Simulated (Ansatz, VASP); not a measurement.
**Two plane-wave programs on CdS**

```xyz
2
Lattice="0.0000 2.7936 2.9100 2.7936 0.0000 2.9100 2.7936 2.7936 0.0000" Properties=species:S:1:pos:R:3 pbc="T T T"
Cd    0.0000    0.0000    0.0000
S     4.1904    4.1904    4.3650
```

Change from the starting cell: strain -0.040 along x and y, +0.000 along z, atoms carried along.

Alike in both runs: task single point; functional r2SCAN; k mesh 8 × 8 × 8; occupations gaussian, width 0.05 eV; no spin polarisation.

|  | VASP | Ansatz |
| --- | --- | --- |
| version | VASP 6.6.1 | Ansatz 0.2.0 |
| potentials or method | VASP PAW PBE potentials, release 64 (Cd, S), cutoff 520 eV | scalar-relativistic, plane waves, PAW |
| valence electrons in the cell | 18 | 26 |

|  | VASP | Ansatz | Ansatz less VASP |
| --- | --- | --- | --- |
| gap on the k mesh at the Fermi level (eV) | 1.74 | 1.74 | -0.004 |
| least direct gap on the mesh (eV) | 1.74 | 1.74 | -0.004 |
| pressure (GPa) | 9.1 | 8.6 | -0.50 |
| traceless stress, the component that is largest in VASP (GPa) | -0.27 | -0.29 | -0.013 |

VASP's potentials were made for PBE, not for r2SCAN. VASP's potentials hold 18 valence electrons a cell and Ansatz's 26, so a difference there can come from the potentials and not from the codes.
